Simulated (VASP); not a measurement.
# Y (Fm-3m) in VASP: settings compared

Aim: see how the results for Y move with the level of theory and the settings. Levels: revPBE+D3(BJ), PBE, PBE+D3(BJ). Tasks: single point, relaxation of cell and atoms.

Program: VASP 6.6.1. These are calculated values, not measurements. Logs are shortened: lines on timing, memory, paths and dates and some standing lists are left out, and cuts for length are marked.

**1. The cell of the first run**

The structure is cubic, space group Fm-3m (No. 225). The conventional cell has a = 5.104 Å, b = 5.104 Å, c = 5.104 Å, α = 90.00°, β = 90.00°, γ = 90.00°. Y (site symmetry m-3m) has 12 Y at 3.61 Å within 4.7 Å.

**2. Single point, revPBE+D3(BJ), non-collinear spin, zero start, spin-orbit coupling**

The input, INCAR:

```
SYSTEM = Y
ALGO     = Fast           ! electronic algorithm
EDIFF    = 1E-6           ! SCF threshold, eV
ENCUT    = 520            ! plane-wave cutoff, eV
GGA      = RE             ! functional
GGA_COMPAT= .False.      
ISIF     = 2              ! what is computed and relaxed
ISMEAR   = 0              ! smearing method
IVDW     = 12             ! dispersion correction
LASPH    = .True.         ! aspherical terms in the spheres
LCHARG   = .False.        ! write CHGCAR
LMAXMIX  = 4              ! l up to which the mixer works
LORBIT   = 11             ! projections on sites
LORBMOM  = .True.       
LREAL    = .False.        ! projectors in reciprocal space
LSORBIT  = .True.         ! spin-orbit coupling
LWAVE    = .False.        ! write WAVECAR
MAGMOM   = 0 0 0          ! initial moments
NBANDS   = 22             ! bands
NELM     = 150            ! most SCF steps
PREC     = Accurate       ! precision mode
SIGMA    = 0.1            ! smearing width, eV
```

The input, KPOINTS:

```
k-points
0
Gamma
  9 9 9
  0 0 0
```

The input, POSCAR:

```
Y
1.0
    0.0000000000      2.5519910612      2.5519910612
    2.5519910612      0.0000000000      2.5519910612
    2.5519910612      2.5519910612      0.0000000000
Y
1
Direct
    0.0000000000      0.0000000000      0.0000000000
```

Potentials or basis: VASP PAW PBE potentials, release 64 (Y_sv).

On the command line:

```console
$ cat potpaw_PBE.64/Y_sv/POTCAR > POTCAR
$ mpirun -np 1 vasp_ncl > vasp.out
```

OUTCAR:

```text
SYSTEM = Y
   EDIFF = 1E-6
   ENCUT = 520
   GGA = RE
   ISIF = 2
   ISMEAR = 0
   IVDW = 12
   LASPH = .True.
   LORBIT = 11
   LREAL = .False.
   LSORBIT = .True.
   NELM = 150
   PREC = Accurate
 IVDW          = 12

 ion  position               nearest neighbor table
   1  0.000  0.000  0.000-

  LATTYP: Found a face centered cubic cell.
 ALAT       =     5.1039821224

  Lattice vectors:

 A1 = (   0.0000000000,   2.5519910612,   2.5519910612)
 A2 = (   2.5519910612,   0.0000000000,   2.5519910612)
 A3 = (   2.5519910612,   2.5519910612,   0.0000000000)

Analysis of symmetry for initial positions (statically):
=====================================================================
 Subroutine PRICEL returns:
 Original cell was already a primitive cell.

 Routine SETGRP: Setting up the symmetry group for a
 face centered cubic supercell.

 Subroutine GETGRP returns: Found 48 space group operations
 (whereof 48 operations were pure point group operations)
 out of a pool of 48 trial point group operations.

The static configuration has the point symmetry O_h .

Analysis of symmetry for dynamics (positions and initial velocities):
=====================================================================
 Subroutine PRICEL returns:
 Original cell was already a primitive cell.

 Routine SETGRP: Setting up the symmetry group for a
 face centered cubic supercell.

 Subroutine GETGRP returns: Found 48 space group operations
 (whereof 48 operations were pure point group operations)
 out of a pool of 48 trial point group operations.

The dynamic configuration has the point symmetry O_h .

Analysis of structural, dynamic, and magnetic symmetry:
=====================================================================
 Subroutine PRICEL returns:
 Original cell was already a primitive cell.

 Routine SETGRP: Setting up the symmetry group for a
 face centered cubic supercell.

 Subroutine GETGRP returns: Found 48 space group operations
 (whereof 48 operations were pure point group operations)
 out of a pool of 48 trial point group operations.

The overall configuration has the point symmetry O_h .

 Subroutine INISYM returns: Found 48 space group operations
 (whereof 48 operations are pure point group operations),
 and found     1 'primitive' translations

----------------------------------------------------------------------------------------

                                     Primitive cell

  volume of cell :      33.2405

  direct lattice vectors                    reciprocal lattice vectors
     0.000000000  2.551991061  2.551991061    -0.195925451  0.195925451  0.195925451
     2.551991061  0.000000000  2.551991061     0.195925451 -0.195925451  0.195925451
     2.551991061  2.551991061  0.000000000     0.195925451  0.195925451 -0.195925451

  length of vectors
     3.609060370  3.609060370  3.609060370     0.339352836  0.339352836  0.339352836

  position of ions in fractional coordinates (direct lattice)
     0.000000000  0.000000000  0.000000000

  ion indices of the primitive-cell ions
   primitive index   ion index
                 1           1

----------------------------------------------------------------------------------------

 KPOINTS: k-points

Automatic generation of k-mesh.
 Grid dimensions read from file:
 generate k-points for:    9    9    9

 Generating k-lattice:

  Cartesian coordinates                     Fractional coordinates (reciprocal lattice)
    -0.021769495  0.021769495  0.021769495     0.111111111  0.000000000  0.000000000
     0.021769495 -0.021769495  0.021769495     0.000000000  0.111111111  0.000000000
     0.021769495  0.021769495 -0.021769495     0.000000000  0.000000000  0.111111111

  Length of vectors
     0.037705871  0.037705871  0.037705871

  Shift w.r.t. Gamma in fractional coordinates (k-lattice)
     0.000000000  0.000000000  0.000000000

 Subroutine IBZKPT returns following result:
 ===========================================

 Found     35 irreducible k-points:

 Following reciprocal coordinates:
            Coordinates               Weight
  0.000000  0.000000  0.000000      1.000000
  0.111111  0.000000  0.000000      8.000000
  0.222222  0.000000  0.000000      8.000000
  0.333333  0.000000  0.000000      8.000000
  0.444444  0.000000  0.000000      8.000000
  0.111111  0.111111  0.000000      6.000000
[... 16 lines left out ...]
 -0.333333  0.333333  0.000000     12.000000
  0.444444  0.444444  0.000000      6.000000
 [... further k-points ...]
   k-points           NKPTS =     35   k-points in BZ     NKDIM =     35   number of bands    NBANDS=     22
   number of dos      NEDOS =    301   number of ions     NIONS =      1
   total plane-waves  NPLWV =  21952
   dimension x,y,z NGX =    28 NGY =   28 NGZ =   28
   dimension x,y,z NGXF=    56 NGYF=   56 NGZF=   56
   ions per type =               1
   NGX,Y,Z   is equivalent  to a cutoff of  12.90, 12.90, 12.90 a.u.
   NGXF,Y,Z  is equivalent  to a cutoff of  25.80, 25.80, 25.80 a.u.
 SYSTEM =  Y
   PREC   = accura    normal or accurate (medium, high low for compatibility)
   ISTART =      0    job   : 0-new  1-cont  2-samecut
   ICHARG =      2    charge: 1-file 2-atom 10-const
   ISPIN  =      1    spin polarized calculation?
   LNONCOLLINEAR =      T non collinear calculations
   LSORBIT =      T    spin-orbit coupling
   LASPH  =      T    aspherical Exc in radial PAW
   ENCUT  =  520.0 eV  38.22 Ry    6.18 a.u.   6.71  6.71  6.71*2*pi/ulx,y,z
   NELM   =    150;   NELMIN=  2; NELMDL= -5     # of ELM steps
   EDIFF  = 0.1E-05   stopping-criterion for ELM
   LREAL  =      F    real-space projection
   EDIFFG = 0.1E-04   stopping-criterion for IOM
   NSW    =      0    number of steps for IOM
   IBRION =     -1    ionic relax: 0-MD 1-quasi-New 2-CG
   NFREE  =      0    steps in history (QN), initial steepest desc. (CG)
   ISIF   =      2    stress and relaxation
   ISYM   =      2    0-nonsym 1-usesym 2-fastsym
   POTIM  = 0.5000    time-step for ionic-motion
   TEBEG  =    0.0;   TEEND  =   0.0 temperature during run
   PSTRESS=    0.0 pullay stress
   NELECT =      11.0000    total number of electrons
   NUPDOWN=      -1.0000    fix difference up-down
   EMIN   =  10.00;   EMAX   =-10.00  energy-range for DOS
   EFERMI =   0.00;   METHOD = LEGACY
   ISMEAR =     0;   SIGMA  =   0.10  broadening in eV -4-tet -1-fermi 0-gaus
   EFERMI_NEDOS =   21; number of points for ismear=-14 and -15
   IALGO  =     68    algorithm
   IMIX   =      4    mixing-type and parameters
     AMIX     =   0.40;   BMIX     =  1.00
     AMIX_MAG =   1.60;   BMIX_MAG =  1.00
  volume/ion in A,a.u.               =      33.24       224.32
  Fermi-wavevector in a.u.,A,eV,Ry     =   1.132357  2.139844 17.445821  1.282232
  Thomas-Fermi vector in A             =   2.269058
   LORBIT       =     11    0 simple, 1 ext, 2 COOP (PROOUT), +10 PAW based schemes
   GGA     = RE    functional components
   LHFCALC =     F    Hartree Fock is set to
   AEXX    =    0.0000 exact exchange contribution
   IVDW    =    12    specifies the selected vdW correction
   LEPSILON=     F    determine dielectric tensor
   LRPA    =     F    only Hartree local field effects (RPA)
 RMM-DIIS sequential band-by-band and
 Gauss-broadening in eV      SIGMA  =   0.10
  energy-cutoff  :      520.00
  volume of cell :       33.24
 maximum number of plane-waves:      1828
   NGX = 13   NGY = 13   NGZ = 13

 number of electron      11.0000001 magnetization      -0.0000000     -0.0000000     -0.0000000

 number of electron      11.0000001 magnetization      -0.0000000      0.0000000      0.0000000

 number of electron      11.0000001 magnetization       0.0000000     -0.0000000     -0.0000000

 number of electron      11.0000001 magnetization       0.0000000      0.0000000      0.0000000

 Free energy of the ion-electron system (eV)
  ---------------------------------------------------
  ext. energy  EPLUGINS =         0.00000000
  ---------------------------------------------------
  free energy    TOTEN  =        -6.19383611 eV

  energy without entropy =       -6.18521561  energy(sigma->0) =       -6.18952586

 E-fermi :   3.0987     XC(G=0):  -9.3129

 val. band max:        3.0444920982   @ k =  -0.4444   0.2222   0.1111
 cond. band min:       3.1035719447   @ k =   0.3333   0.2222   0.0000
 fundamental gap:      0.0590798465
 Fermi energy:         3.0987288806

 k-point     1 :       0.0000    0.0000    0.0000
  band No.  band energies     occupation
      1     -39.7055      1.00000
      2     -39.7055      1.00000
      3     -20.3887      1.00000
      4     -20.3887      1.00000
      5     -18.9446      1.00000
      6     -18.9446      1.00000
[... 14 lines left out ...]
     21      11.9529      0.00000
     22      11.9529      0.00000

 k-point     2 :       0.1111    0.0000    0.0000
  band No.  band energies     occupation
      1     -39.6986      1.00000
      2     -39.6986      1.00000
      3     -20.4128      1.00000
      4     -20.4128      1.00000
      5     -18.9925      1.00000
      6     -18.9925      1.00000
[... 14 lines left out ...]
     21      12.5957      0.00000
     22      12.5958      0.00000
[... 523 lines left out ...]
     21      11.4575      0.00000
     22      11.4607      0.00000

 k-point    24 :       0.4444    0.4444    0.0000
  band No.  band energies     occupation
      1     -39.6297      1.00000
      2     -39.6297      1.00000
      3     -20.6511      1.00000
      4     -20.6511      1.00000
      5     -19.3313      1.00000
      6     -19.3313      1.00000
[... 14 lines left out ...]
     21      11.1033      0.00000
     22      11.1046      0.00000

 [... further k-points ...]

------------------------ aborting loop because EDIFF is reached ----------------------------------------

 Edisp (eV)   -0.58049

 E8    (eV) :    -0.4394

  FORCE on cell =-STRESS in cart. coord.  units (eV):
  Direction    XX          YY          ZZ          XY          YZ          ZX
  --------------------------------------------------------------------------------------
  -------------------------------------------------------------------------------------
  Total      -0.57240    -0.57240    -0.57240    -0.00000     0.00000     0.00000
  in kB     -27.58948   -27.58948   -27.58948    -0.00000     0.00000     0.00000
  external pressure =      -27.59 kB  Pullay stress =        0.00 kB

 VOLUME and BASIS-vectors are now :
 -----------------------------------------------------------------------------
  energy-cutoff  :      520.00
  volume of cell :       33.24
      direct lattice vectors                 reciprocal lattice vectors
     0.000000000  2.551991061  2.551991061    -0.195925451  0.195925451  0.195925451
     2.551991061  0.000000000  2.551991061     0.195925451 -0.195925451  0.195925451
     2.551991061  2.551991061  0.000000000     0.195925451  0.195925451 -0.195925451

 POSITION                                       TOTAL-FORCE (eV/Angst)
 -----------------------------------------------------------------------------------
      0.00000      0.00000      0.00000         0.000000     -0.000000      0.000000
 -----------------------------------------------------------------------------------
    total drift:                               -0.000000     -0.000000     -0.000000

  FREE ENERGIE OF THE ION-ELECTRON SYSTEM (eV)
  ---------------------------------------------------
  free  energy   TOTEN  =        -6.7743213676 eV

  energy  without entropy=       -6.7657008701  energy(sigma->0) =       -6.77001112

 orbital moment (x)

 # of ion     p       d       f       tot
 ------------------------------------------------
  1         0.000   0.000   0.000   0.000
 ------------------------------------------------
            0.000   0.000   0.000   0.000

 orbital moment (y)

 # of ion     p       d       f       tot
 ------------------------------------------------
  1         0.000   0.000  -0.000   0.000
 ------------------------------------------------
            0.000   0.000  -0.000   0.000

 orbital moment (z)

 # of ion     p       d       f       tot
 ------------------------------------------------
  1         0.000   0.000  -0.000  -0.000
 ------------------------------------------------
            0.000   0.000  -0.000  -0.000

 Spin-Orbit-Coupling matrix elements

 Ion:    1  E_soc:     -0.0980364
 l=   1
     0.0000000    -0.0161947    -0.0161947
    -0.0161947     0.0000000    -0.0161947
    -0.0161947    -0.0161947     0.0000000
 l=   2
     0.0000000    -0.0000092     0.0000000    -0.0000092    -0.0001355
    -0.0000092     0.0000000    -0.0001016    -0.0000092    -0.0000339
     0.0000000    -0.0001016     0.0000000    -0.0001016     0.0000000
    -0.0000092    -0.0000092    -0.0001016     0.0000000    -0.0000339
    -0.0001355    -0.0000339     0.0000000    -0.0000339     0.0000000
 l=   3
     0.0000000     0.0000000     0.0000000     0.0000000     0.0000000     0.0000000     0.0000000
     0.0000000     0.0000000     0.0000000     0.0000000     0.0000000     0.0000000     0.0000000
     0.0000000     0.0000000     0.0000000     0.0000000     0.0000000     0.0000000     0.0000000
     0.0000000     0.0000000     0.0000000     0.0000000     0.0000000     0.0000000     0.0000000
     0.0000000     0.0000000     0.0000000     0.0000000     0.0000000     0.0000000     0.0000000
     0.0000000     0.0000000     0.0000000     0.0000000     0.0000000     0.0000000     0.0000000
     0.0000000     0.0000000     0.0000000     0.0000000     0.0000000     0.0000000     0.0000000

 total charge

# of ion       s       p       d       f       tot
--------------------------------------------------
    1        2.274   6.217   0.919   0.006   9.416

 magnetization (x)

# of ion       s       p       d       f       tot
--------------------------------------------------
    1        0.000  -0.000   0.000   0.000   0.000

 magnetization (y)

# of ion       s       p       d       f       tot
--------------------------------------------------
    1        0.000   0.000   0.000  -0.000   0.000

 magnetization (z)

# of ion       s       p       d       f       tot
--------------------------------------------------
    1       -0.000   0.000  -0.000  -0.000  -0.000
```

Run time: 74 s. Hardware: 1 thread of Intel Xeon Platinum 8488C (Sapphire Rapids), shared host; peak memory 0.28 GiB.

Results:

```
Free energy                                           : -6.7743 eV
Pressure                                              : -2.8 GPa
Net moment                                            : 0.00 μB per cell
Valence electrons inside the program's atomic spheres : Y 9.42
Dispersion energy per atom                            : -0.580 eV
```

Moments on the atoms (μB; x, y, z):
```
Y   0.00 0.00 0.00
```

Caveat: the PAW data sets were made with another functional, which shifts forces and pressure a little.

**3. Relaxation of cell and atoms, PBE, non-collinear spin, zero start, spin-orbit coupling**

The input, INCAR:

```
PREC = Accurate ; ENCUT = 600
EDIFF = 1E-6 ; ISMEAR = -1
SIGMA = 0.05 ; LREAL = False
LASPH = True ; NELM = 150
ALGO = Normal ; ISIF = 3
LWAVE = False ; LCHARG = False
MAGMOM = 0 0 0 ; LORBIT = 11
LSORBIT = True ; GGA_COMPAT = False
LORBMOM = True ; LMAXMIX = 4
GGA = PE ; IBRION = 2
NSW = 80 ; EDIFFG = -0.02
```

The input, KPOINTS:

```
Automatic mesh
0
Gamma
  7 7 7
```

POSCAR is that of step 2.

Potentials or basis: VASP PAW PBE potentials, release 64 (Y_sv).

On the command line:

```console
$ cat potpaw_PBE.64/Y_sv/POTCAR > POTCAR
$ mpirun -np 1 vasp_ncl > vasp.out
```

Run time: 2.2 min. Hardware: 1 thread of Intel Xeon 6975P-C, shared host; peak memory 0.3 GiB.

Results (log left out):

```yaml
Free_energy: -6.4666 eV
Relaxed_volume: 32.31 Å³/atom
Relaxed_cell: a = 3.575 Å, b = 3.575 Å, c = 3.575 Å, α = 60.00°, β = 60.00°, γ = 60.00°
Space_group_after_relaxing_to_0.05_Å: Fm-3m (No. 225)
Energy_gained_by_relaxing: 3.2 meV/atom
Ionic_steps: 3
Pressure_after_relaxing: -0.1 GPa
Net_moment: 0.00 μB per cell
Valence_electrons_inside_the_program's_atomic_spheres: Y 9.46
```

Step by step:
```
step  energy change (eV)  largest force (eV/Å)  pressure (GPa)  volume (Å³)
   1              0.0000                0.0000           -1.13        33.24
   2             -0.0031                0.0000            0.22        32.13
   3             -0.0032                0.0000           -0.09        32.31
```

Final structure:
```
CELL_PARAMETERS angstrom
0.00000 2.52798 2.52798
2.52798 0.00000 2.52798
2.52798 2.52798 0.00000
ATOMIC_POSITIONS crystal
Y 0.00000 0.00000 0.00000
```

Moments on the atoms (μB; x, y, z):
```
Y   0.00 0.00 0.00
```

**4. Single point, PBE+D3(BJ)**

This run uses another cell than the first one, of 31.06 Å³/atom, 0.935 times its volume.

The input, INCAR:

```
SYSTEM = Y
  PREC = Accurate
  ENCUT = 520
  EDIFF = 1E-7
  ISMEAR = -1
  SIGMA = 0.05
  LREAL = .False.
  LASPH = .True.
  NELM = 80
  ALGO = Fast
  ISIF = 2
  LWAVE = .False.
  LCHARG = .False.
  GGA = PE
  IVDW = 12
  NBANDS = 12
```

The input, KPOINTS:

```
Automatic mesh
0
Gamma
  9 9 9
  0 0 0
```

The input, POSCAR:

```
Y
1.0
    0.0000000000      2.4950512657      2.4950512657
    2.4950512657      0.0000000000      2.4950512657
    2.4950512657      2.4950512657      0.0000000000
Y
1
Direct
    0.0000000000      0.0000000000      0.0000000000
```

On the command line:

```console
$ cat potpaw_PBE.64/Y_sv/POTCAR > POTCAR
$ mpirun -np 1 vasp_std > vasp.out
```

Wall time 19 s (1 thread of Intel Xeon Platinum 8375C at 2.90GHz (Ice Lake), shared host); peak memory 0.18 GiB.

Results (log left out):

```
Free energy                : -6.7614 eV
Pressure                   : -0.1 GPa
Dispersion energy per atom : -0.355 eV
```

Levels at points of the mesh, in eV from the Fermi level:
```tsv
k point	band 3	band 4	band 5	band 6	band 7	band 8
(0.00, 0.00, 0.00)	-22.27	-22.27	-4.86	1.80	1.80	1.80
```

Caveat: pairwise dispersion overbinds metals, which lowers pressure and volume.

**5. Single point, PBE**

This run uses another cell than the first one, of 32.52 Å³/atom, 0.978 times its volume.

The input, INCAR:

```
SYSTEM = Y
ALGO     = Normal         ! electronic algorithm
EDIFF    = 1E-6           ! SCF threshold, eV
ENCUT    = 520            ! plane-wave cutoff, eV
GGA      = PE             ! functional
ISIF     = 2              ! what is computed and relaxed
ISMEAR   = -1             ! smearing method
LASPH    = .TRUE.         ! aspherical terms in the spheres
LCHARG   = .FALSE.        ! write CHGCAR
LREAL    = .FALSE.        ! projectors in reciprocal space
LWAVE    = .FALSE.        ! write WAVECAR
NBANDS   = 12             ! bands
NELM     = 80             ! most SCF steps
PREC     = Accurate       ! precision mode
SIGMA    = 0.05           ! smearing width, eV
```

The input, KPOINTS:

```
k-points
0
G
  9 9 9
  0 0 0
```

The input, POSCAR:

```
Y
1.0
    0.0000000000      2.5334389831      2.5334389831
    2.5334389831      0.0000000000      2.5334389831
    2.5334389831      2.5334389831      0.0000000000
Y
1
Direct
    0.0000000000      0.0000000000      0.0000000000
```

On the command line:

```console
$ cat potpaw_PBE.64/Y_sv/POTCAR > POTCAR
$ mpirun -np 1 vasp_std > vasp.out
```

Wall time 11 s (1 thread of Intel Xeon Platinum 8375C at 2.90GHz (Ice Lake), shared host); peak memory 0.17 GiB.

The run converged. Its results:

```yaml
Free_energy: -6.4140 eV
Pressure: -0.1 GPa
```

Levels at points of the mesh, in eV from the Fermi level:
| k point | band 2 | band 3 | band 4 | band 5 | band 6 | band 7 | band 8 | band 9 |
| --- | --- | --- | --- | --- | --- | --- | --- | --- |
| (0.00, 0.00, 0.00) | -22.41 | -22.41 | -22.41 | -4.79 | 1.76 | 1.76 | 1.76 | 3.76 |

(Part 1 of 2 ends here.)
